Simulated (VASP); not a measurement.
Here is a VASP 6.6.1 calculation.

The input INCAR:

```
SYSTEM = AlNi
PREC = Accurate
ENCUT = 600
EDIFF = 1E-8
ISMEAR = -1
SIGMA = 0.15
LREAL = .FALSE.
LASPH = .TRUE.
NELM = 60
ALGO = Fast
ISIF = 3
LWAVE = .FALSE.
LCHARG = .TRUE.
IBRION = 6
NFREE = 2
POTIM = 0.015
NSW = 1
```

KPOINTS

```
Automatic mesh
0
G
  6 6 5
  0 0 0
```

Contents of POSCAR:

```
AlNi
1.0
    2.0028655982     -2.0028644324      0.0000000000
    2.0028655982      2.0028644324      0.0000000000
    0.0000000000      0.0000000000      2.8351334304
Al Ni
1 1
Direct
    0.0000000000      0.0000000000      0.0000000000
    0.5000000000      0.5000000000      0.5000000000
```

Potentials or basis: VASP PAW LDA potentials, release 64 (Al, Ni).

The run is started by

```console
$ cat potpaw_LDA.64/Al/POTCAR potpaw_LDA.64/Ni/POTCAR > POTCAR
$ mpirun -np 1 vasp_std > vasp.out
```

Q: Estimate the Voigt bulk modulus.

A: 187 GPa.

Q: Predict the highest phonon frequency at Γ, LO-TO splitting left out.

A: 313 cm⁻¹.

Phonon frequencies in cm⁻¹ (negative: imaginary):
| q point | frequencies |
| --- | --- |
| (0.000, 0.000, 0.000) | 0 0 0 308 308 313 |

Caveat: the k points lie up to 0.44 Å⁻¹ apart. Spin polarisation is off, so any magnetic state and its effect on volume and gap are missing.
